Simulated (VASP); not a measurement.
## Ta4O: single point with PBE

Ta4O:

```xyz
5
Lattice="3.1571 0.0000 0.0000 0.0000 3.1571 0.0000 0.0000 0.0000 7.1735" Properties=species:S:1:pos:R:3 pbc="T T T"
Ta    0.0000    0.0000    3.5868
Ta    1.5785    1.5785    5.6162
Ta    1.5785    1.5785    1.5573
Ta    0.0000    0.0000    0.0000
O     1.5785    1.5785    3.5868
```

This cell differs from its parent crystal: strain -0.030 along x and y, -0.030 along z.

| Property | Result |
| --- | --- |
| Program | VASP 6.6.1 |
| Task | single point |
| Functional | PBE |
| Potentials or basis | VASP PAW PBE potentials, release 64 (Ta_pv, O) |
| Cutoff | 520 eV |
| k mesh | 14 × 14 × 8 |
| Occupations | gaussian, width 0.15 eV |
| Spin | no spin polarisation |
| Dipole correction | no |
| Further INCAR settings | ALGO = Normal; EDIFF = 1e-06; NBANDS = 33 |

```
Pressure               : 24.8 GPa
Largest force          : 0.307 eV/Å
Band gap on the k mesh : zero (bands 25 and 26 overlap by 1.29 eV)
```

Forces in eV/Å, atoms in the order of the input:
```
Ta   0.000  0.000  0.000
Ta   0.000  0.000  0.307
Ta   0.000  0.000 -0.307
Ta   0.000  0.000  0.000
O    0.000  0.000  0.000
```

Stress tensor (GPa, compression positive):
```
23.00  0.00  0.00
 0.00 23.00  0.00
 0.00  0.00 28.51
```

Levels at points of the mesh, in eV from the Fermi level:
| k point | band 21 | band 22 | band 23 | band 24 | band 25 | band 26 | band 27 | band 28 | band 29 | band 30 |
| --- | --- | --- | --- | --- | --- | --- | --- | --- | --- | --- |
| (0.00, 0.00, 0.00) | -3.06 | -1.89 | -0.59 | -0.59 | 0.15 | 0.51 | 1.12 | 1.12 | 1.45 | 1.77 |
| (0.50, 0.00, 0.00) | -1.74 | -1.20 | -1.10 | -0.71 | 0.18 | 0.96 | 1.01 | 1.66 | 1.87 | 2.11 |
| (0.50, 0.50, 0.00) | -2.23 | -1.60 | -1.60 | -0.60 | -0.60 | 2.03 | 2.69 | 3.14 | 3.14 | 3.61 |
| (0.00, 0.00, 0.50) | -3.78 | -0.75 | -0.66 | -0.66 | 0.48 | 0.72 | 0.72 | 0.84 | 1.12 | 1.83 |
| (0.50, 0.00, 0.50) | -1.75 | -1.40 | -1.22 | -0.56 | -0.47 | 1.14 | 1.56 | 1.60 | 1.99 | 2.54 |
| (0.50, 0.50, 0.50) | -2.87 | -1.88 | -1.88 | 0.27 | 0.27 | 2.04 | 2.13 | 2.13 | 3.27 | 3.61 |

Run time: 4.7 min on 1 thread of Intel(R) Xeon(R) Platinum 8375C CPU @ 2.90GHz (Ice Lake) (shared host), peak memory 0.41 GiB.

Caveat: the cell differs from its parent crystal (strain -0.030 along x and y, -0.030 along z); the stress differs along the axes, from 23 to 29 GPa; spin-orbit coupling is left out, which moves the levels of the heavy elements.
